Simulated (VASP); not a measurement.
# MgO (P6_3/mmc) in VASP: further runs

Runs on MgO. Level: PBEsol. Tasks: single point.

Everything below comes from runs of VASP 6.6.1. Logs are shortened: lines on timing, memory, paths and dates and some standing lists are left out, and cuts for length are marked.

## Step 1: The cell of the first run

The structure is hexagonal, space group P6_3/mmc (No. 194). The conventional cell has a = 3.680 Å, b = 3.680 Å, c = 3.749 Å, α = 90.00°, β = 90.00°, γ = 120.00°. Within 2.5 Å of Mg (site symmetry -6m2) lie 5 O at 1.87 to 2.12 Å. O (site symmetry -6m2) has 5 Mg at 1.87 to 2.12 Å within 2.5 Å.

## Step 2: Single point, PBEsol

Input file INCAR:

```
SYSTEM = MgO
ALGO = Normal
EDIFF = 1E-7
ENCUT = 520
GGA = PS
ISIF = 2
ISMEAR = 0
LASPH = .TRUE.
LCHARG = .FALSE.
LREAL = .FALSE.
LWAVE = .FALSE.
NBANDS = 16
NELM = 60
PREC = Accurate
SIGMA = 0.05
```

Input file KPOINTS:

```
k-points
0
G
  9 9 6
  0 0 0
```

Input file POSCAR:

```
MgO
1.0
    3.6804547285      0.0000000000      0.0000000000
   -1.8402273643      3.1873672923      0.0000000000
    0.0000000000      0.0000000000      3.7490278863
Mg O
2 2
Direct
    0.6666666667      0.3333333333      0.7500000000
    0.3333333333      0.6666666667      0.2500000000
    0.6666666667      0.3333333333      0.2500000000
    0.3333333333      0.6666666667      0.7500000000
```

Potentials or basis: VASP PAW PBE potentials, release 64 (Mg, O).

On the command line:

```
> cat potpaw_PBE.64/Mg/POTCAR potpaw_PBE.64/O/POTCAR > POTCAR
> mpirun -np 1 vasp_std > vasp.out
```

OUTCAR:

```text
SYSTEM = MgO
   EDIFF = 1E-7
   ENCUT = 520
   GGA = PS
   ISIF = 2
   ISMEAR = 0
   LASPH = .TRUE.
   LREAL = .FALSE.
   NELM = 60
   PREC = Accurate

 ion  position               nearest neighbor table
   1  0.667  0.333  0.750-   3 1.87   3 1.87   4 2.12   4 2.12   4 2.12   2 2.83   2 2.83   2 2.83
                             2 2.83   2 2.83   2 2.83
   2  0.333  0.667  0.250-   4 1.87   4 1.87   3 2.12   3 2.12   3 2.12   1 2.83   1 2.83   1 2.83
                             1 2.83   1 2.83   1 2.83
   3  0.667  0.333  0.250-   1 1.87   1 1.87   2 2.12   2 2.12   2 2.12
   4  0.333  0.667  0.750-   2 1.87   2 1.87   1 2.12   1 2.12   1 2.12

  LATTYP: Found a hexagonal cell.
 ALAT       =     3.6804547285
 C/A-ratio  =     1.0186317080

  Lattice vectors:

 A1 = (   3.6804547285,   0.0000000000,   0.0000000000)
 A2 = (  -1.8402273643,   3.1873672923,   0.0000000000)
 A3 = (   0.0000000000,   0.0000000000,   3.7490278863)

Analysis of symmetry for initial positions (statically):
=====================================================================
 Subroutine PRICEL returns:
 Original cell was already a primitive cell.

 Routine SETGRP: Setting up the symmetry group for a
 hexagonal supercell.

 Subroutine GETGRP returns: Found 24 space group operations
 (whereof 12 operations were pure point group operations)
 out of a pool of 24 trial point group operations.

The static configuration has the point symmetry D_3d.
 The point group associated with its full space group is D_6h.

Analysis of symmetry for dynamics (positions and initial velocities):
=====================================================================
 Subroutine PRICEL returns:
 Original cell was already a primitive cell.

 Routine SETGRP: Setting up the symmetry group for a
 hexagonal supercell.

 Subroutine GETGRP returns: Found 24 space group operations
 (whereof 12 operations were pure point group operations)
 out of a pool of 24 trial point group operations.

The dynamic configuration has the point symmetry D_3d.
 The point group associated with its full space group is D_6h.

 Subroutine INISYM returns: Found 24 space group operations
 (whereof 12 operations are pure point group operations),
 and found     1 'primitive' translations

----------------------------------------------------------------------------------------

                                     Primitive cell

  volume of cell :      43.9797

  direct lattice vectors                    reciprocal lattice vectors
     3.680454728  0.000000000  0.000000000     0.271705556  0.156869276  0.000000000
    -1.840227364  3.187367292  0.000000000     0.000000000  0.313738552  0.000000000
     0.000000000  0.000000000  3.749027886     0.000000000  0.000000000  0.266735813

  length of vectors
     3.680454728  3.680454728  3.749027886     0.313738552  0.313738552  0.266735813

  position of ions in fractional coordinates (direct lattice)
     0.666666667  0.333333333  0.750000000
     0.333333333  0.666666667  0.250000000
     0.666666667  0.333333333  0.250000000
     0.333333333  0.666666667  0.750000000

  ion indices of the primitive-cell ions
   primitive index   ion index
                 1           1
                 2           2
                 3           3
                 4           4

----------------------------------------------------------------------------------------

 KPOINTS: k-points

Automatic generation of k-mesh.
 Grid dimensions read from file:
 generate k-points for:    9    9    6

 Generating k-lattice:

  Cartesian coordinates                     Fractional coordinates (reciprocal lattice)
     0.030189506  0.017429920  0.000000000     0.111111111 -0.000000000  0.000000000
     0.000000000  0.034859839  0.000000000     0.000000000  0.111111111  0.000000000
     0.000000000  0.000000000  0.044455969     0.000000000  0.000000000  0.166666667

  Length of vectors
     0.034859839  0.034859839  0.044455969

  Shift w.r.t. Gamma in fractional coordinates (k-lattice)
     0.000000000  0.000000000  0.000000000

 Subroutine IBZKPT returns following result:
 ===========================================

 Found     48 irreducible k-points:

 Following reciprocal coordinates:
            Coordinates               Weight
  0.000000  0.000000  0.000000      1.000000
  0.111111  0.000000  0.000000      6.000000
  0.222222  0.000000  0.000000      6.000000
  0.333333  0.000000  0.000000      6.000000
  0.444444  0.000000  0.000000      6.000000
  0.111111  0.111111  0.000000      6.000000
[... 16 lines left out ...]
  0.333333  0.222222  0.166667     24.000000
  0.333333  0.333333  0.166667      4.000000
 [... further k-points ...]
   k-points           NKPTS =     48   k-points in BZ     NKDIM =     48   number of bands    NBANDS=     16
   number of dos      NEDOS =    301   number of ions     NIONS =      4
   total plane-waves  NPLWV =  21952
   dimension x,y,z NGX =    28 NGY =   28 NGZ =   28
   dimension x,y,z NGXF=    56 NGYF=   56 NGZF=   56
   ions per type =               2   2
   NGX,Y,Z   is equivalent  to a cutoff of  12.65, 12.65, 12.42 a.u.
   NGXF,Y,Z  is equivalent  to a cutoff of  25.30, 25.30, 24.83 a.u.
 SYSTEM =  MgO
   PREC   = accura    normal or accurate (medium, high low for compatibility)
   ISTART =      0    job   : 0-new  1-cont  2-samecut
   ICHARG =      2    charge: 1-file 2-atom 10-const
   ISPIN  =      1    spin polarized calculation?
   LNONCOLLINEAR =      F non collinear calculations
   LSORBIT =      F    spin-orbit coupling
   LASPH  =      T    aspherical Exc in radial PAW
   ENCUT  =  520.0 eV  38.22 Ry    6.18 a.u.   6.84  6.84  6.97*2*pi/ulx,y,z
   NELM   =     60;   NELMIN=  2; NELMDL= -5     # of ELM steps
   EDIFF  = 0.1E-06   stopping-criterion for ELM
   LREAL  =      F    real-space projection
   EDIFFG = 0.1E-05   stopping-criterion for IOM
   NSW    =      0    number of steps for IOM
   IBRION =     -1    ionic relax: 0-MD 1-quasi-New 2-CG
   NFREE  =      0    steps in history (QN), initial steepest desc. (CG)
   ISIF   =      2    stress and relaxation
   ISYM   =      2    0-nonsym 1-usesym 2-fastsym
   POTIM  = 0.5000    time-step for ionic-motion
   TEBEG  =    0.0;   TEEND  =   0.0 temperature during run
   PSTRESS=    0.0 pullay stress
   NELECT =      16.0000    total number of electrons
   NUPDOWN=      -1.0000    fix difference up-down
   EMIN   =  10.00;   EMAX   =-10.00  energy-range for DOS
   EFERMI =   0.00;   METHOD = LEGACY
   ISMEAR =     0;   SIGMA  =   0.05  broadening in eV -4-tet -1-fermi 0-gaus
   EFERMI_NEDOS =   21; number of points for ismear=-14 and -15
   IALGO  =     38    algorithm
   IMIX   =      4    mixing-type and parameters
     AMIX     =   0.40;   BMIX     =  1.00
     AMIX_MAG =   1.60;   BMIX_MAG =  1.00
  volume/ion in A,a.u.               =      10.99        74.20
  Fermi-wavevector in a.u.,A,eV,Ry     =   1.168685  2.208494 18.583167  1.365824
  Thomas-Fermi vector in A             =   2.305168
   LORBIT       =      0    0 simple, 1 ext, 2 COOP (PROOUT), +10 PAW based schemes
   GGA     = PS    functional components
   LHFCALC =     F    Hartree Fock is set to
   AEXX    =    0.0000 exact exchange contribution
   IVDW    =     0    specifies the selected vdW correction
   LEPSILON=     F    determine dielectric tensor
   LRPA    =     F    only Hartree local field effects (RPA)
 non-spin polarized calculation
 Gauss-broadening in eV      SIGMA  =   0.05
  energy-cutoff  :      520.00
  volume of cell :       43.98
 maximum number of plane-waves:      1206
 NGX is ok and might be reduce to    28

 number of electron      15.9999998 magnetization

 Free energy of the ion-electron system (eV)
  ---------------------------------------------------
  ext. energy  EPLUGINS =         0.00000000
  ---------------------------------------------------
  free energy    TOTEN  =       -24.17183479 eV

  energy without entropy =      -24.17183479  energy(sigma->0) =      -24.17183479

 E-fermi :   1.9091     XC(G=0): -10.2291

 val. band max:        1.6153865702   @ k =   0.4444   0.0000   0.0000
 cond. band min:       5.0103525907   @ k =   0.0000   0.0000   0.0000
 fundamental gap:      3.3949660205
 Fermi energy:         1.9090665773

 k-point     1 :       0.0000    0.0000    0.0000
  band No.  band energies     occupation
      1     -15.1476      2.00000
      2     -13.5273      2.00000
      3      -1.4413      2.00000
      4      -0.2540      2.00000
      5      -0.2539      2.00000
      6       1.1405      2.00000
[... 8 lines left out ...]
     15      17.1319      0.00000
     16      17.1532      0.00000

 k-point     2 :       0.1111    0.0000    0.0000
  band No.  band energies     occupation
      1     -15.0924      2.00000
      2     -13.5567      2.00000
      3      -1.3661      2.00000
      4      -0.3841      2.00000
      5      -0.3570      2.00000
      6       0.8706      2.00000
[... 8 lines left out ...]
     15      16.7957      0.00000
     16      16.9498      0.00000

 k-point     3 :       0.2222    0.0000    0.0000
  band No.  band energies     occupation
      1     -14.9386      2.00000
      2     -13.6453      2.00000
      3      -1.1506      2.00000
      4      -0.8000      2.00000
      5      -0.5743      2.00000
      6       0.5138      2.00000
[... 8 lines left out ...]
     15      16.0588      0.00000
     16      17.1030      0.00000

 k-point     4 :       0.3333    0.0000    0.0000
  band No.  band energies     occupation
      1     -14.7223      2.00000
      2     -13.7872      2.00000
      3      -1.3119      2.00000
      4      -0.8321      2.00000
      5      -0.7765      2.00000
      6       0.3578      2.00000
[... 8 lines left out ...]
     15      15.4986      0.00000
     16      17.5441      0.00000

 k-point     5 :       0.4444    0.0000    0.0000
  band No.  band energies     occupation
      1     -14.5228      2.00000
      2     -13.9374      2.00000
      3      -1.6303      2.00000
      4      -0.8922      2.00000
      5      -0.5182      2.00000
      6       0.3103      2.00000
[... 8 lines left out ...]
     15      15.8315      0.00000
     16      17.8918      0.00000

 k-point     6 :       0.1111    0.1111    0.0000
  band No.  band energies     occupation
      1     -14.9877      2.00000
      2     -13.6159      2.00000
      3      -1.2204      2.00000
      4      -0.6784      2.00000
      5      -0.5016      2.00000
      6       0.6004      2.00000
[... 8 lines left out ...]
     15      16.4833      0.00000
     16      16.7527      0.00000
[... 267 lines left out ...]
 k-point    21 :       0.4444    0.1111    0.1667
  band No.  band energies     occupation
      1     -14.3804      2.00000
      2     -13.9789      2.00000
      3      -1.8881      2.00000
      4      -0.9574      2.00000
      5      -0.6977      2.00000
      6       0.0602      2.00000
[... 8 lines left out ...]
     15      17.3120      0.00000
     16      17.4449      0.00000

 k-point    22 :       0.2222    0.2222    0.1667
  band No.  band energies     occupation
      1     -14.5163      2.00000
      2     -13.8771      2.00000
      3      -1.5394      2.00000
      4      -1.3882      2.00000
      5      -0.4062      2.00000
      6       0.1351      2.00000
[... 8 lines left out ...]
     15      17.3325      0.00000
     16      17.7323      0.00000

 k-point    23 :       0.3333    0.2222    0.1667
  band No.  band energies     occupation
      1     -14.3342      2.00000
      2     -14.0144      2.00000
      3      -1.8080      2.00000
      4      -1.1935      2.00000
      5      -0.7364      2.00000
      6       0.3678      2.00000
[... 8 lines left out ...]
     15      17.3321      0.00000
     16      17.9167      0.00000

 k-point    24 :       0.3333    0.3333    0.1667
  band No.  band energies     occupation
      1     -14.1664      2.00000
      2     -14.1664      2.00000
      3      -1.8528      2.00000
      4      -1.0233      2.00000
      5      -1.0233      2.00000
      6       0.7195      2.00000
[... 8 lines left out ...]
     15      17.1821      0.00000
     16      18.4797      0.00000

 [... further k-points ...]

------------------------ aborting loop because EDIFF is reached ----------------------------------------

  FORCE on cell =-STRESS in cart. coord.  units (eV):
  Direction    XX          YY          ZZ          XY          YZ          ZX
  --------------------------------------------------------------------------------------
  -------------------------------------------------------------------------------------
  Total       -1.2164592     -1.2164592     11.1069536      0.0000000      0.0000000      0.0000000
  in kB      -44.3155228    -44.3155228    404.6255261      0.0000000      0.0000000      0.0000000
  external PRESSURE =     105.3314935 kB  Pullay stress =       0.0000000 kB

 VOLUME and BASIS-vectors are now :
 -----------------------------------------------------------------------------
  energy-cutoff  :      520.00
  volume of cell :       43.98
      direct lattice vectors                 reciprocal lattice vectors
     3.680454728  0.000000000  0.000000000     0.271705556  0.156869276  0.000000000
    -1.840227364  3.187367292  0.000000000     0.000000000  0.313738552  0.000000000
     0.000000000  0.000000000  3.749027886     0.000000000  0.000000000  0.266735813

 POSITION                                       TOTAL-FORCE (eV/Angst)
 -----------------------------------------------------------------------------------
      1.84023      1.06246      2.81177        -0.000000      0.000000      0.000000
     -0.00000      2.12491      0.93726         0.000000     -0.000000      0.000000
      1.84023      1.06246      0.93726        -0.000000      0.000000     -0.000000
     -0.00000      2.12491      2.81177         0.000000     -0.000000      0.000000
 -----------------------------------------------------------------------------------
    total drift:                               -0.000000     -0.000000     -0.000000

  FREE ENERGIE OF THE ION-ELECTRON SYSTEM (eV)
  ---------------------------------------------------
  free  energy   TOTEN  =       -24.1718347911 eV

  energy  without entropy=      -24.1718347911  energy(sigma->0) =      -24.17183479
```

Run time: 22 s. Hardware: 1 thread of Intel Xeon Platinum 8488C (Sapphire Rapids), shared host; peak memory 0.17 GiB.

Results:

```
Free energy            : -24.1718 eV
Pressure               : 10.5 GPa
Band gap on the k mesh : 3.40 eV, indirect (least direct gap 3.46 eV)
```

Caveat: the PAW data sets were made with another functional, which shifts forces and pressure a little. A k mesh can miss the band edges.

## Step 3: Single point, PBEsol

This run uses another cell than the first one, of the same volume but with other edges.

Input file INCAR:

```
SYSTEM = MgO
PREC     = Accurate       ! precision mode
ENCUT    = 520            ! plane-wave cutoff, eV
EDIFF    = 1E-6           ! SCF threshold, eV
ISMEAR   = 0              ! smearing method
SIGMA    = 0.05           ! smearing width, eV
LREAL    = .FALSE.        ! projectors in reciprocal space
LASPH    = .TRUE.         ! aspherical terms in the spheres
NELM     = 80             ! most SCF steps
ALGO     = Normal         ! electronic algorithm
ISIF     = 2              ! what is computed and relaxed
LWAVE    = .FALSE.        ! write WAVECAR
LCHARG   = .FALSE.        ! write CHGCAR
GGA      = PS             ! functional
NBANDS   = 16             ! bands
```

Input file KPOINTS:

```
regular mesh
0
G
  9 9 6
  0 0 0
```

Input file POSCAR:

```
MgO
1.0
    3.2808071791      0.0000000000      0.0000000000
   -1.6404035896      2.8412623620      0.0000000000
    0.0000000000      0.0000000000      4.7180247818
Mg O
2 2
Direct
    0.6666666667      0.3333333333      0.7500000000
    0.3333333333      0.6666666667      0.2500000000
    0.6666666667      0.3333333333      0.2500000000
    0.3333333333      0.6666666667      0.7500000000
```

Potentials or basis: VASP PAW PBE potentials, release 64 (Mg, O).

On the command line:

```
> cat potpaw_PBE.64/Mg/POTCAR potpaw_PBE.64/O/POTCAR > POTCAR
> mpirun -np 1 vasp_std > vasp.out
```

It took 14 s on 1 thread of Intel Xeon Platinum 8488C (Sapphire Rapids), shared host; peak memory 0.17 GiB.

It converged, with:

- Free energy: -24.2891 eV
- Pressure: 8.1 GPa
- Band gap on the k mesh: 3.17 eV, direct

Stress tensor (GPa, compression positive):
```
 17.13   0.00   0.00
  0.00  17.13   0.00
  0.00   0.00 -10.04
```

Levels at points of the mesh, in eV from the valence-band top:
```csv
k point,band 5,band 6,band 7,band 8,band 9,band 10,band 11,band 12
"(0.00, 0.00, 0.00)",-1.60,-1.10,-1.10,0.00,3.17,9.03,10.52,13.79
"(0.00, 0.00, 0.50)",-1.36,-1.36,-1.36,-1.36,6.11,6.11,13.41,13.41
```

Caveat: the PAW data sets were made with another functional, which shifts forces and pressure a little.

## Step 4: Single point, PBEsol

This run uses another cell than the first one, of the same volume but with other edges.

Input file INCAR:

```
SYSTEM = MgO
  PREC = Accurate
  ENCUT = 520
  EDIFF = 1E-7
  ISMEAR = 0
  SIGMA = 0.05
  LREAL = .FALSE.
  LASPH = .TRUE.
  NELM = 80
  ALGO = Normal
  ISIF = 2
  LWAVE = .FALSE.
  LCHARG = .FALSE.
  GGA = PS
  NBANDS = 16
```

KPOINTS is that of step 3.

Input file POSCAR:

```
MgO
1.0
    3.5846369696      0.0000000000      0.0000000000
   -1.7923184848      3.1043866790      0.0000000000
    0.0000000000      0.0000000000      3.9521304572
Mg O
2 2
Direct
    0.6666666667      0.3333333333      0.7500000000
    0.3333333333      0.6666666667      0.2500000000
    0.6666666667      0.3333333333      0.2500000000
    0.3333333333      0.6666666667      0.7500000000
```

On the command line:

```
> cat potpaw_PBE.64/Mg/POTCAR potpaw_PBE.64/O/POTCAR > POTCAR
> mpirun -np 1 vasp_std > vasp.out
```

It took 26 s on 1 thread of Intel Xeon Platinum 8488C (Sapphire Rapids), shared host; peak memory 0.17 GiB.

Results (log left out):

```yaml
Free_energy: -24.6209 eV
Pressure: 3.5 GPa
Band_gap_on_the_k_mesh: 3.41 eV, direct
```

Stress tensor (GPa, compression positive):
```
-2.83  0.00  0.00
 0.00 -2.83  0.00
 0.00  0.00 16.03
```

Levels at points of the mesh, in eV from the valence-band top:
```tsv
k point	band 5	band 6	band 7	band 8	band 9	band 10	band 11	band 12
(0.00, 0.00, 0.00)	-1.77	-0.59	-0.59	0.00	3.41	9.90	12.04	12.04
(0.00, 0.00, 0.50)	-1.21	-1.21	-1.21	-1.21	6.54	6.54	12.39	12.39
```

Caveat: the PAW data sets were made with another functional, which shifts forces and pressure a little.

## Step 5: Summary

| cell | gap on the mesh (eV) | pressure (GPa) |
| --- | --- | --- |
| a = 3.680, b = 3.680, c = 3.749 Å, angles 90.0, 90.0, 120.0°, 4 atoms | 3.40 | 10.5 |
| a = 3.281, b = 3.281, c = 4.718 Å, angles 90.0, 90.0, 120.0°, 4 atoms | 3.17 | 8.1 |
| a = 3.585, b = 3.585, c = 3.952 Å, angles 90.0, 90.0, 120.0°, 4 atoms | 3.41 | 3.5 |

Alike in all rows: task single point; level PBEsol; potentials or basis VASP PAW PBE potentials, release 64 (Mg, O); no spin polarisation; k mesh 9 × 9 × 6; cutoff (eV) 520; smearing gaussian 0.05 eV.

Caveats: the PAW data sets were made with another functional, which shifts forces and pressure a little.

Total energies depend on the potentials used, so only differences within one code and one set of settings carry meaning.
